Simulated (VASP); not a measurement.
## ZnSe (rocksalt type): single point with PBEsol

The system is ZnSe (rocksalt type).

```
Zn Se
1.0
     0.00000    2.52533    2.52533
     2.52533    0.00000    2.52533
     2.52533    2.52533    0.00000
Zn Se
1 1
Direct
  0.00000 0.00000 0.00000
  0.50000 0.50000 0.50000
```

This cell differs from its parent crystal: volume scaled by 0.88.

* Program: VASP 6.6.1
* Task: single point
* Functional: PBEsol
* Potentials or basis: VASP PAW PBE potentials, release 64 (Zn, Se)
* Cutoff: 520 eV
* k mesh: 15 × 15 × 15
* Occupations: fermi-dirac, width 0.05 eV
* Spin: no spin polarisation
* Dipole correction: no
* Further INCAR settings: ALGO = Normal; EDIFF = 1e-06; NBANDS = 16

The pressure is 14.6 GPa. The band gap on the k mesh is zero (band 9 reaches 4.96 eV, above the bottom of band 10 at 3.78 eV).

Levels at points of the mesh, in eV from the Fermi level:
```csv
k point,band 5,band 6,band 7,band 8,band 9,band 10,band 11,band 12,band 13,band 14
"(0.00, 0.00, 0.00)",-7.06,-7.06,-0.63,-0.63,-0.63,1.89,8.56,8.56,8.56,10.66
```

Run time: 43 s on 1 thread of Intel Xeon 6975P-C, with other jobs on the host, peak memory 0.2 GiB.

Caveat: the PAW data sets were made with another functional, which shifts forces and pressure a little.
